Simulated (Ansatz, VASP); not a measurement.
# BN: VASP beside Ansatz

```xyz
2
Lattice="0.0000 1.7903 1.7903 1.7903 0.0000 1.7903 1.7903 1.7903 0.0000" Properties=species:S:1:pos:R:3 pbc="T T T"
B     0.0000    0.0000    0.0000
N     2.6854    2.6854    2.6854
```

Alike in both runs: functional LDA; k mesh 12 × 12 × 12; occupations gaussian, width 0.02 eV; no spin polarisation.

Ansatz relaxed the structure, and its values are those at the end. VASP's run is a single point on that final structure, the one shown.

|  | VASP | Ansatz |
| --- | --- | --- |
| version | VASP 6.6.1 | Ansatz 0.2.0 |
| potentials or method | VASP PAW LDA potentials, release 64 (B_h, N_h), cutoff 910 eV | scalar-relativistic, plane waves, PAW |
| valence electrons in the cell | 8 | 8 |

VASP gave:

```
gap on the k mesh at the Fermi level (eV) : 4.38
least direct gap on the mesh (eV)         : 8.82
```

Problem. Estimate Ansatz's values.

Solution. gap on the k mesh at the Fermi level (eV): 4.39; least direct gap on the mesh (eV): 8.83.

LDA's correlation is that of Perdew and Zunger in VASP and of Perdew and Wang (1992) in Ansatz.

Noted on VASP's run: the cutoff is short for stress, so the pressure is rough.
